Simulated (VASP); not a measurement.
# Tc (Fm-3m) in VASP: further runs, part 2 of 2

VASP 6.6.1. The steps go on from the part before.

**4. Single point, r2SCAN**

This run uses another cell than the first one, of 13.19 Å³/atom, 0.889 times its volume.

The input, POSCAR:

```
Tc
1.0
    0.0000000000      1.8751417528      1.8751417528
    1.8751417528      0.0000000000      1.8751417528
    1.8751417528      1.8751417528      0.0000000000
Tc
1
Direct
    0.0000000000      0.0000000000      0.0000000000
```

The input, INCAR.step1:

```
ALGO = Normal
EDIFF = 1E-4
ENCUT = 520
GGA = PE
ISMEAR = -1
LASPH = True
LCHARG = False
LREAL = False
LWAVE = True
NBANDS = 12
NELM = 100
PREC = Accurate
SIGMA = 0.05
```

The input, INCAR.step2:

```
ALGO = Normal
EDIFF = 1E-6
ENCUT = 520
ISIF = 2
ISMEAR = -1
ISTART = 1
LASPH = True
LCHARG = False
LMIXTAU = True
LREAL = False
LWAVE = False
METAGGA = R2SCAN
NBANDS = 12
NELM = 100
PREC = Accurate
SIGMA = 0.05
```

The input, KPOINTS:

```
k-points
0
Gamma
  12 12 12
```

Potentials or basis: VASP PAW PBE potentials, release 64 (Tc_pv).

On the command line:

```bash
cat potpaw_PBE.64/Tc_pv/POTCAR > POTCAR
cp INCAR.step1 INCAR
mpirun -np 1 vasp_std > vasp.out
cp INCAR.step2 INCAR
mpirun -np 1 vasp_std > vasp.out
```

OUTCAR:

```text
EDIFF = 1E-6
   ENCUT = 520
   ISIF = 2
   ISMEAR = -1
   ISTART = 1
   LASPH = True
   LREAL = False
   METAGGA = R2SCAN
   NELM = 100
   PREC = Accurate

 ion  position               nearest neighbor table
   1  0.000  0.000  0.000-

  LATTYP: Found a face centered cubic cell.
 ALAT       =     3.7502835056

  Lattice vectors:

 A1 = (   0.0000000000,   1.8751417528,   1.8751417528)
 A2 = (   1.8751417528,   0.0000000000,   1.8751417528)
 A3 = (   1.8751417528,   1.8751417528,   0.0000000000)

Analysis of symmetry for initial positions (statically):
=====================================================================
 Subroutine PRICEL returns:
 Original cell was already a primitive cell.

 Routine SETGRP: Setting up the symmetry group for a
 face centered cubic supercell.

 Subroutine GETGRP returns: Found 48 space group operations
[... 9 lines left out ...]

 Routine SETGRP: Setting up the symmetry group for a
 face centered cubic supercell.

 Subroutine GETGRP returns: Found 48 space group operations
[... 11 lines left out ...]
                                     Primitive cell

  volume of cell :      13.1866

  direct lattice vectors                    reciprocal lattice vectors
     0.000000000  1.875141753  1.875141753    -0.266646508  0.266646508  0.266646508
     1.875141753  0.000000000  1.875141753     0.266646508 -0.266646508  0.266646508
     1.875141753  1.875141753  0.000000000     0.266646508  0.266646508 -0.266646508

  length of vectors
     2.651850898  2.651850898  2.651850898     0.461845299  0.461845299  0.461845299

  position of ions in fractional coordinates (direct lattice)
     0.000000000  0.000000000  0.000000000

  ion indices of the primitive-cell ions
   primitive index   ion index
                 1           1

----------------------------------------------------------------------------------------
[... 86 lines left out ...]
   EFERMI_NEDOS =   21; number of points for ismear=-14 and -15
   IALGO  =     38    algorithm
   IMIX   =      4    mixing-type and parameters
     AMIX     =   0.40;   BMIX     =  1.00
     AMIX_MAG =   1.60;   BMIX_MAG =  1.00
  volume/ion in A,a.u.               =      13.19        88.99
  Fermi-wavevector in a.u.,A,eV,Ry     =   1.629340  3.079007 36.120072  2.654750
  Thomas-Fermi vector in A             =   2.721823
   LORBIT       =      0    0 simple, 1 ext, 2 COOP (PROOUT), +10 PAW based schemes
   METAGGA = R2SCAN    functional components
   LHFCALC =     F    Hartree Fock is set to
   AEXX    =    0.0000 exact exchange contribution
   IVDW    =     0    specifies the selected vdW correction
   LEPSILON=     F    determine dielectric tensor
   LRPA    =     F    only Hartree local field effects (RPA)
 non-spin polarized calculation
  energy-cutoff  :      520.00
  volume of cell :       13.19
 maximum number of plane-waves:       366
   NGX =  9   NGY =  9   NGZ =  9

 number of electron      13.0000004 magnetization

 Free energy of the ion-electron system (eV)
  ---------------------------------------------------
  ext. energy  EPLUGINS =         0.00000000
  ---------------------------------------------------
  free energy    TOTEN  =       -25.80005327 eV

  energy without entropy =      -25.79096131  energy(sigma->0) =      -25.79550729

 E-fermi :  14.3374     XC(G=0): -15.6771

 val. band max:       14.2886811975   @ k =   0.5000   0.2500   0.0000
 cond. band min:      14.3590561831   @ k =  -0.2500   0.3333   0.0833
 fundamental gap:      0.0703749856
 Fermi energy:        14.3374088636

 k-point     1 :       0.0000    0.0000    0.0000
  band No.  band energies     occupation
      1     -25.2152      2.00000
      2     -25.2152      2.00000
      3     -25.2152      2.00000
      4       5.9755      2.00000
      5      12.1009      2.00000
      6      12.1009      2.00000
      7      12.1009      2.00000
      8      15.2945      0.00000
      9      15.2945      0.00000
     10      28.7835      0.00000
     11      35.3272      0.00000
     12      35.3272      0.00000
[... 331 lines left out ...]
 k-point    24 :      -0.4167    0.1667    0.0000
  band No.  band energies     occupation
      1     -26.8407      2.00000
      2     -25.7808      2.00000
      3     -25.5113      2.00000
      4       8.8048      2.00000
      5      10.9230      2.00000
      6      12.8891      2.00000
      7      13.2669      2.00000
      8      17.1123      0.00000
      9      20.9576      0.00000
     10      26.5584      0.00000
     11      30.7039      0.00000
     12      34.6380      0.00000

 [... further k-points ...]
[... 5 lines left out ...]
  --------------------------------------------------------------------------------------
  -------------------------------------------------------------------------------------
  Total        2.5451034      2.5451034      2.5451034      0.0000000      0.0000000      0.0000000
  in kB      309.2314877    309.2314877    309.2314877      0.0000000      0.0000000      0.0000000
  external PRESSURE =     309.2314877 kB  Pullay stress =       0.0000000 kB

 VOLUME and BASIS-vectors are now :
 -----------------------------------------------------------------------------
  energy-cutoff  :      520.00
  volume of cell :       13.19
      direct lattice vectors                 reciprocal lattice vectors
     0.000000000  1.875141753  1.875141753    -0.266646508  0.266646508  0.266646508
     1.875141753  0.000000000  1.875141753     0.266646508 -0.266646508  0.266646508
     1.875141753  1.875141753  0.000000000     0.266646508  0.266646508 -0.266646508

 POSITION                                       TOTAL-FORCE (eV/Angst)
 -----------------------------------------------------------------------------------
      0.00000      0.00000      0.00000         0.000000      0.000000      0.000000
 -----------------------------------------------------------------------------------
    total drift:                                0.000000     -0.000000     -0.000000

  FREE ENERGIE OF THE ION-ELECTRON SYSTEM (eV)
  ---------------------------------------------------
  free  energy   TOTEN  =       -25.8000532727 eV

  energy  without entropy=      -25.7909613082  energy(sigma->0) =      -25.79550729
```

Run time: 23 s. Hardware: 1 thread of Intel Xeon Platinum 8488C (Sapphire Rapids), shared host; peak memory 0.13 GiB.

What came out:

```
Free energy : -25.8001 eV
Pressure    : 30.9 GPa
```

Caveat: the PAW data sets were made with another functional, which shifts forces and pressure a little.

**5. Single point, r2SCAN**

This run uses another cell than the first one, of 13.50 Å³/atom, 0.911 times its volume.

The input, POSCAR:

```
Tc
1.0
    0.0000000000      1.8900102039      1.8900102039
    1.8900102039      0.0000000000      1.8900102039
    1.8900102039      1.8900102039      0.0000000000
Tc
1
Direct
    0.0000000000      0.0000000000      0.0000000000
```

The input, INCAR.step1:

```
SYSTEM = Tc
  ALGO = Normal
  EDIFF = 1E-4
  ENCUT = 520
  GGA = PE
  ISMEAR = -1
  LASPH = .TRUE.
  LCHARG = .FALSE.
  LREAL = .FALSE.
  LWAVE = .TRUE.
  NBANDS = 12
  NELM = 80
  PREC = Accurate
  SIGMA = 0.05
```

The input, INCAR.step2:

```
SYSTEM = Tc
  ALGO = Normal
  EDIFF = 1E-6
  ENCUT = 520
  ISIF = 2
  ISMEAR = -1
  ISTART = 1
  LASPH = .TRUE.
  LCHARG = .FALSE.
  LMIXTAU = .TRUE.
  LREAL = .FALSE.
  LWAVE = .FALSE.
  METAGGA = R2SCAN
  NBANDS = 12
  NELM = 80
  PREC = Accurate
  SIGMA = 0.05
```

The input, KPOINTS:

```
k-points
0
G
  12 12 12
  0 0 0
```

Potentials or basis: VASP PAW PBE potentials, release 64 (Tc_pv).

On the command line:

```bash
cat potpaw_PBE.64/Tc_pv/POTCAR > POTCAR
cp INCAR.step1 INCAR
mpirun -np 1 vasp_std > vasp.out
cp INCAR.step2 INCAR
mpirun -np 1 vasp_std > vasp.out
```

OUTCAR:

```text
SYSTEM = Tc
   EDIFF = 1E-6
   ENCUT = 520
   ISIF = 2
   ISMEAR = -1
   ISTART = 1
   LASPH = .TRUE.
   LREAL = .FALSE.
   METAGGA = R2SCAN
   NELM = 80
   PREC = Accurate

 ion  position               nearest neighbor table
   1  0.000  0.000  0.000-

  LATTYP: Found a face centered cubic cell.
 ALAT       =     3.7800204078

  Lattice vectors:

 A1 = (   0.0000000000,   1.8900102039,   1.8900102039)
 A2 = (   1.8900102039,   0.0000000000,   1.8900102039)
 A3 = (   1.8900102039,   1.8900102039,   0.0000000000)

Analysis of symmetry for initial positions (statically):
[... 528 lines left out ...]
      5      10.6013      2.00000
      6      12.5064      2.00000
      7      12.8227      2.00000
      8      16.5793      0.00000
      9      20.3187      0.00000
     10      25.7780      0.00000
     11      30.1561      0.00000
     12      33.9062      0.00000

 [... further k-points ...]
[... 5 lines left out ...]
  --------------------------------------------------------------------------------------
  -------------------------------------------------------------------------------------
  Total        1.7522827      1.7522827      1.7522827      0.0000000      0.0000000      0.0000000
  in kB      207.9181021    207.9181021    207.9181021      0.0000000      0.0000000      0.0000000
  external PRESSURE =     207.9181021 kB  Pullay stress =       0.0000000 kB

 VOLUME and BASIS-vectors are now :
 -----------------------------------------------------------------------------
  energy-cutoff  :      520.00
  volume of cell :       13.50
      direct lattice vectors                 reciprocal lattice vectors
     0.000000000  1.890010204  1.890010204    -0.264548836  0.264548836  0.264548836
     1.890010204  0.000000000  1.890010204     0.264548836 -0.264548836  0.264548836
     1.890010204  1.890010204  0.000000000     0.264548836  0.264548836 -0.264548836

 POSITION                                       TOTAL-FORCE (eV/Angst)
 -----------------------------------------------------------------------------------
      0.00000      0.00000      0.00000         0.000000      0.000000      0.000000
 -----------------------------------------------------------------------------------
    total drift:                                0.000000     -0.000000      0.000000

  FREE ENERGIE OF THE ION-ELECTRON SYSTEM (eV)
  ---------------------------------------------------
  free  energy   TOTEN  =       -25.8515000344 eV

  energy  without entropy=      -25.8423247901  energy(sigma->0) =      -25.84691241
```

OUTCAR.step1:

```text
SYSTEM = Tc
   EDIFF = 1E-4
   ENCUT = 520
   GGA = PE
   ISMEAR = -1
   LASPH = .TRUE.
   LREAL = .FALSE.
[... 575 lines left out ...]
 -----------------------------------------------------------------------------------
      0.00000      0.00000      0.00000         0.000000     -0.000000     -0.000000
 -----------------------------------------------------------------------------------
    total drift:                                0.000000      0.000000      0.000000

  FREE ENERGIE OF THE ION-ELECTRON SYSTEM (eV)
  ---------------------------------------------------
  free  energy   TOTEN  =       -10.2125432472 eV

  energy  without entropy=      -10.2030251621  energy(sigma->0) =      -10.20778420
```

Run time: 23 s. Hardware: 1 thread of Intel Xeon Platinum 8488C (Sapphire Rapids), shared host; peak memory 0.13 GiB.

What came out:

```
Free energy : -25.8515 eV
Pressure    : 20.8 GPa
```

Levels at points of the mesh, in eV from the Fermi level:
| k point | band 4 | band 5 | band 6 | band 7 | band 8 | band 9 | band 10 | band 11 |
| --- | --- | --- | --- | --- | --- | --- | --- | --- |
| (0.00, 0.00, 0.00) | -8.26 | -2.16 | -2.16 | -2.16 | 0.93 | 0.93 | 14.48 | 20.88 |
| (0.50, 0.00, 0.00) | -6.36 | -2.31 | -2.31 | 1.31 | 3.21 | 3.21 | 12.22 | 14.17 |
| (0.50, 0.50, 0.00) | -6.83 | -6.23 | 3.20 | 3.83 | 3.83 | 4.26 | 14.17 | 14.17 |

Caveat: the PAW data sets were made with another functional, which shifts forces and pressure a little.

**6. Single point, r2SCAN**

This run uses another cell than the first one, of 13.86 Å³/atom, 0.935 times its volume.

The input, POSCAR:

```
Tc
1.0
    0.0000000000      1.9066482245      1.9066482245
    1.9066482245      0.0000000000      1.9066482245
    1.9066482245      1.9066482245      0.0000000000
Tc
1
Direct
    0.0000000000      0.0000000000      0.0000000000
```

The input, INCAR.step1:

```
SYSTEM = Tc
ALGO = Normal
EDIFF = 1E-4
ENCUT = 520
GGA = PE
ISMEAR = -1
LASPH = .True.
LCHARG = .False.
LREAL = .False.
LWAVE = .True.
NBANDS = 12
NELM = 60
PREC = Accurate
SIGMA = 0.05
```

The input, INCAR.step2:

```
SYSTEM = Tc
ALGO = Normal
EDIFF = 1E-7
ENCUT = 520
ISIF = 2
ISMEAR = -1
ISTART = 1
LASPH = .True.
LCHARG = .False.
LMIXTAU = .True.
LREAL = .False.
LWAVE = .False.
METAGGA = R2SCAN
NBANDS = 12
NELM = 60
PREC = Accurate
SIGMA = 0.05
```

The input, KPOINTS:

```
k-points
0
Gamma
  12 12 12
  0 0 0
```

Potentials or basis: VASP PAW PBE potentials, release 64 (Tc_pv).

On the command line:

```bash
cat potpaw_PBE.64/Tc_pv/POTCAR > POTCAR
cp INCAR.step1 INCAR
mpirun -np 1 vasp_std > vasp.out
cp INCAR.step2 INCAR
mpirun -np 1 vasp_std > vasp.out
```

OUTCAR:

```text
SYSTEM = Tc
   EDIFF = 1E-7
   ENCUT = 520
   ISIF = 2
   ISMEAR = -1
   ISTART = 1
   LASPH = .True.
   LREAL = .False.
   METAGGA = R2SCAN
   NELM = 60
   PREC = Accurate

 ion  position               nearest neighbor table
   1  0.000  0.000  0.000-

  LATTYP: Found a face centered cubic cell.
 ALAT       =     3.8132964490

  Lattice vectors:

 A1 = (   0.0000000000,   1.9066482245,   1.9066482245)
 A2 = (   1.9066482245,   0.0000000000,   1.9066482245)
 A3 = (   1.9066482245,   1.9066482245,   0.0000000000)

Analysis of symmetry for initial positions (statically):
=====================================================================
 Subroutine PRICEL returns:
 Original cell was already a primitive cell.

 Routine SETGRP: Setting up the symmetry group for a
 face centered cubic supercell.

 Subroutine GETGRP returns: Found 48 space group operations
[... 9 lines left out ...]

 Routine SETGRP: Setting up the symmetry group for a
 face centered cubic supercell.

 Subroutine GETGRP returns: Found 48 space group operations
[... 11 lines left out ...]
                                     Primitive cell

  volume of cell :      13.8625

  direct lattice vectors                    reciprocal lattice vectors
     0.000000000  1.906648225  1.906648225    -0.262240299  0.262240299  0.262240299
     1.906648225  0.000000000  1.906648225     0.262240299 -0.262240299  0.262240299
     1.906648225  1.906648225  0.000000000     0.262240299  0.262240299 -0.262240299

  length of vectors
     2.696407778  2.696407778  2.696407778     0.454213521  0.454213521  0.454213521

  position of ions in fractional coordinates (direct lattice)
     0.000000000  0.000000000  0.000000000

  ion indices of the primitive-cell ions
   primitive index   ion index
                 1           1

----------------------------------------------------------------------------------------

 KPOINTS: k-points

Automatic generation of k-mesh.
 Grid dimensions read from file:
 generate k-points for:   12   12   12

[... 82 lines left out ...]
     AMIX     =   0.40;   BMIX     =  1.00
     AMIX_MAG =   1.60;   BMIX_MAG =  1.00
  volume/ion in A,a.u.               =      13.86        93.55
  Fermi-wavevector in a.u.,A,eV,Ry     =   1.602416  3.028128 34.936200  2.567738
  Thomas-Fermi vector in A             =   2.699241
   LORBIT       =      0    0 simple, 1 ext, 2 COOP (PROOUT), +10 PAW based schemes
   METAGGA = R2SCAN    functional components
   LHFCALC =     F    Hartree Fock is set to
   AEXX    =    0.0000 exact exchange contribution
   IVDW    =     0    specifies the selected vdW correction
   LEPSILON=     F    determine dielectric tensor
   LRPA    =     F    only Hartree local field effects (RPA)
 non-spin polarized calculation
  energy-cutoff  :      520.00
  volume of cell :       13.86
 maximum number of plane-waves:       388
   NGX =  9   NGY =  9   NGZ =  9

 number of electron      12.9999997 magnetization

 Free energy of the ion-electron system (eV)
  ---------------------------------------------------
  ext. energy  EPLUGINS =         0.00000000
  ---------------------------------------------------
  free energy    TOTEN  =       -25.88726358 eV

  energy without entropy =      -25.87810154  energy(sigma->0) =      -25.88268256

 E-fermi :  13.4117     XC(G=0): -15.3380

 val. band max:       13.3926883233   @ k =  -0.4167   0.0833   0.0000
 cond. band min:      13.4554799492   @ k =  -0.2500   0.3333   0.0833
 fundamental gap:      0.0627916259
 Fermi energy:        13.4117143065

 k-point     1 :       0.0000    0.0000    0.0000
  band No.  band energies     occupation
      1     -26.2156      2.00000
      2     -26.2156      2.00000
      3     -26.2156      2.00000
      4       5.2604      2.00000
      5      11.3399      2.00000
      6      11.3399      2.00000
      7      11.3399      2.00000
      8      14.3120      0.00000
      9      14.3120      0.00000
     10      27.9155      0.00000
     11      34.1764      0.00000
     12      34.1765      0.00000
[... 331 lines left out ...]
 k-point    24 :      -0.4167    0.1667    0.0000
  band No.  band energies     occupation
      1     -27.6036      2.00000
      2     -26.6989      2.00000
      3     -26.4705      2.00000
      4       8.1767      2.00000
      5      10.2500      2.00000
      6      12.0887      2.00000
      7      12.3435      2.00000
      8      16.0002      0.00000
      9      19.6271      0.00000
     10      24.9314      0.00000
     11      29.5547      0.00000
     12      33.1117      0.00000

 [... further k-points ...]
[... 5 lines left out ...]
  --------------------------------------------------------------------------------------
  -------------------------------------------------------------------------------------
  Total        0.9214591      0.9214591      0.9214591      0.0000000      0.0000000     -0.0000000
  in kB      106.4988480    106.4988480    106.4988480      0.0000000      0.0000000     -0.0000000
  external PRESSURE =     106.4988480 kB  Pullay stress =       0.0000000 kB

 VOLUME and BASIS-vectors are now :
 -----------------------------------------------------------------------------
  energy-cutoff  :      520.00
  volume of cell :       13.86
      direct lattice vectors                 reciprocal lattice vectors
     0.000000000  1.906648225  1.906648225    -0.262240299  0.262240299  0.262240299
     1.906648225  0.000000000  1.906648225     0.262240299 -0.262240299  0.262240299
     1.906648225  1.906648225  0.000000000     0.262240299  0.262240299 -0.262240299

 POSITION                                       TOTAL-FORCE (eV/Angst)
 -----------------------------------------------------------------------------------
      0.00000      0.00000      0.00000         0.000000     -0.000000      0.000000
 -----------------------------------------------------------------------------------
    total drift:                                0.000000     -0.000000     -0.000000

  FREE ENERGIE OF THE ION-ELECTRON SYSTEM (eV)
  ---------------------------------------------------
  free  energy   TOTEN  =       -25.8872635754 eV

  energy  without entropy=      -25.8781015387  energy(sigma->0) =      -25.88268256
```

It took 26 s on 1 thread of Intel Xeon Platinum 8488C (Sapphire Rapids), shared host; peak memory 0.13 GiB.

Results:

| Item | Value |
| --- | --- |
| Free energy | -25.8873 eV |
| Pressure | 10.6 GPa |

Caveat: the PAW data sets were made with another functional, which shifts forces and pressure a little.

**7. Summary**

| task | level | cell | cutoff (eV) | gap on the mesh (eV) | pressure (GPa) | relaxed volume (Å³/atom) |
| --- | --- | --- | --- | --- | --- | --- |
| relaxation of cell and atoms | PBE | relaxed from a = 2.758 Å, angles 60.0°, 1 atom | 600 | none | 0.0 | 14.48 |
| relaxation of cell and atoms | PBEsol | relaxed from a = 2.758 Å, angles 60.0°, 1 atom | 600 | none | 0.1 | 14.04 |
| single point | r2SCAN | a = 2.652 Å, angles 60.0°, 1 atom | 520 | none | 30.9 | - |
| single point | r2SCAN | a = 2.673 Å, angles 60.0°, 1 atom | 520 | none | 20.8 | - |
| single point | r2SCAN | a = 2.696 Å, angles 60.0°, 1 atom | 520 | none | 10.6 | - |

Alike in all rows: potentials or basis VASP PAW PBE potentials, release 64 (Tc_pv); no spin polarisation; k mesh 12 × 12 × 12; smearing fermi-dirac 0.05 eV.

Caveats: the PAW data sets were made with another functional, which shifts forces and pressure a little (some runs).

Total energies depend on the potentials used, so only differences within one code and one set of settings carry meaning.
